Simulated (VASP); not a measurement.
Crystal: AgI.

```xyz
4
Lattice="4.6863 0.0000 0.0000 -2.3431 4.0584 0.0000 0.0000 0.0000 7.6611" Properties=species:S:1:pos:R:3 pbc="T T T"
Ag    0.0000    2.7056    0.0188
Ag    2.3431    1.3528    3.8493
I     0.0000    2.7056    2.8917
I     2.3431    1.3528    6.7223
```

| Quantity | Value |
| --- | --- |
| Program | VASP 6.6.1 |
| Task | relaxation of cell and atoms |
| Functional | r2SCAN |
| Potentials or basis | VASP PAW PBE potentials, release 64 (Ag, I) |
| Cutoff | 550 eV |
| k mesh | 6 × 6 × 4 |
| Occupations | fermi-dirac, width 0.02 eV |
| Spin | no spin polarisation |

At the start: pressure -0.7 GPa; volume 36.43 Å³/atom.

Question: Where does the relaxation end?

Answer: Over 3 steps the energy falls by 2.4 meV/atom and the volume is 35.45 Å³/atom (-2.7 %); space group P6_3mc (No. 186, to 0.1 Å) before and after.

Step by step:
```tsv
step	energy change (eV)	largest force (eV/Å)	pressure (GPa)	volume (Å³)
1	0.0000	0.0003	-0.74	145.71
2	-0.0093	0.0004	-0.08	142.17
3	-0.0094	0.0007	0.00	141.80
```

Final structure:
```
Ag I
1.0
     4.64459    0.00000    0.00000
    -2.32229    4.02233    0.00000
     0.00000    0.00000    7.58992
Ag I
2 2
Direct
  0.33333 0.66667 0.00245
  0.66667 0.33333 0.50245
  0.33333 0.66667 0.37745
  0.66667 0.33333 0.87745
```

Caveat: the PAW data sets were made with another functional, which shifts forces and pressure a little.
